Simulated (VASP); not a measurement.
A run of VASP 6.6.1 is set up as follows.

Contents of INCAR:

```
SYSTEM = MgO
PREC     = Accurate       ! precision mode
ENCUT    = 750            ! plane-wave cutoff, eV
EDIFF    = 1E-6           ! SCF threshold, eV
ISMEAR   = 0              ! smearing method
SIGMA    = 0.05           ! smearing width, eV
LREAL    = .FALSE.        ! projectors in reciprocal space
LASPH    = .TRUE.         ! aspherical terms in the spheres
NELM     = 120            ! most SCF steps
ALGO     = Normal         ! electronic algorithm
ISIF     = 2              ! what is computed and relaxed
LWAVE    = .FALSE.        ! write WAVECAR
LCHARG   = .TRUE.         ! write CHGCAR
LELF     = .TRUE.         ! ELF
LVHAR    = .TRUE.       
NBANDS   = 15             ! bands
GGA_COMPAT= .FALSE.
```

KPOINTS

```
Automatic mesh
0
G
  9 9 8
  0 0 0
```

The input POSCAR:

```
MgO
1.0
    2.8939505899      0.0000000000      0.0000000000
   -1.4469752949      2.5062347281      0.0000000000
    0.0000000000      0.0000000000      2.6796800000
Mg O
1 1
Direct
    0.0000000000      0.0000000000      0.0000000000
    0.3333333333      0.6666666667      0.5000000000
```

Potentials or basis: VASP PAW LDA potentials, release 64 (Mg_sv, O).

Run with:

```bash
$ cat potpaw_LDA.64/Mg_sv/POTCAR potpaw_LDA.64/O/POTCAR > POTCAR
$ mpirun -np 1 vasp_std > vasp.out
```

Task: Estimate the band gap on the k mesh.

Result: 3.20 eV (least direct gap 3.70 eV).

Task: Estimate the pressure.

Result: -6.0 GPa.

Stress tensor (GPa, compression positive):
```
 -3.19   0.00   0.00
  0.00  -3.19   0.00
  0.00   0.00 -11.54
```

Caveat: the cell differs from its parent crystal (strain -0.015 along x and y, +0.000 along z); the cell stands under tension; an odd mesh through Γ misses points on the zone boundary, where band edges can lie.
